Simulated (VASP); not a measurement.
Set up this calculation in VASP 6.6.1, as the native input.

* Task: single point
* Functional: LDA
* Potentials or basis: VASP PAW LDA potentials, release 64 (Ge_d)
* Cutoff: 520 eV
* k mesh: 15 × 15 × 15
* Occupations: fermi-dirac, width 0.08 eV
* Spin: no spin polarisation
* Dipole correction: no
* Further INCAR settings: ALGO = Normal; EDIFF = 1e-06; NBANDS = 13

The structure of Ge lies in POSCAR:

```
Ge
1.0
    2.5332355136      0.0000000000      0.0000000000
    0.0000000000      2.5332355136      0.0000000000
    0.0000000000      0.0000000000      2.5332355136
Ge
1
Direct
    0.0000000000      0.0000000000      0.0000000000
```

This cell differs from its parent crystal: volume scaled by 0.88.

The input as run:

INCAR

```
PREC = Accurate
ENCUT = 520
EDIFF = 1E-6
ISMEAR = -1
SIGMA = 0.08
LREAL = False
LASPH = True
NELM = 60
ALGO = Normal
ISIF = 2
LWAVE = False
LCHARG = True
GGA = CA
LELF = True
LVHAR = True
NBANDS = 13
```

KPOINTS

```
regular mesh
0
Gamma
  15 15 15
```

Potentials or basis: VASP PAW LDA potentials, release 64 (Ge_d).

Run with:

```console
$ cat potpaw_LDA.64/Ge_d/POTCAR > POTCAR
$ mpirun -np 1 vasp_std > vasp.out
```

It gave:

```json
{"Pressure": "14.4 GPa", "Band gap on the k mesh": "zero (band 7 reaches 15.61 eV, above the bottom of band 8 at 5.22 eV)"}
```

Run time: 8.1 s on 1 thread of Intel(R) Xeon(R) 6975P-C (Granite Rapids), with other jobs on the host, peak memory 0.13 GiB.
